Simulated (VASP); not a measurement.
Crystal: CdS (Greenockite).

```
CELL_PARAMETERS angstrom
4.09391 0.00000 0.00000
-2.04696 3.54543 0.00000
0.00000 0.00000 6.64595
ATOMIC_POSITIONS crystal
Cd 0.66667 0.33333 0.50000
Cd 0.33333 0.66667 0.00000
S 0.66667 0.33333 0.87500
S 0.33333 0.66667 0.37500
```

Base run:

```yaml
Program: VASP 6.6.1
Functional: PBE exchange alone
Potentials_or_basis: VASP PAW PBE potentials, release 64 (Cd, S)
Cutoff: 520 eV
k_mesh: 7 × 7 × 4
Occupations: fermi-dirac, width 0.05 eV
Spin: no spin polarisation
```

Its results: band gap on the k mesh 1.28 eV, direct; pressure 14.5 GPa; largest force 0.076 eV/Å.

Question: After a change of settings the same cell gave: band gap on the k mesh 1.15 eV, direct; pressure 2.0 GPa; largest force 0.075 eV/Å. Which change was it?
A. functional from PBE exchange alone to RPBE; dispersion from none to D4
B. functional from PBE exchange alone to PBEsol
C. functional from PBE exchange alone to PBE
D. functional from PBE exchange alone to BLYP; further incar settings from ALGO = Normal; EDIFF = 1e-06; NBANDS = 26 to ALGO = Normal; EDIFF = 1e-07; NBANDS = 26

Answer: B.

Caveats: the PAW data sets were made with another functional, which shifts forces and pressure a little (some runs).
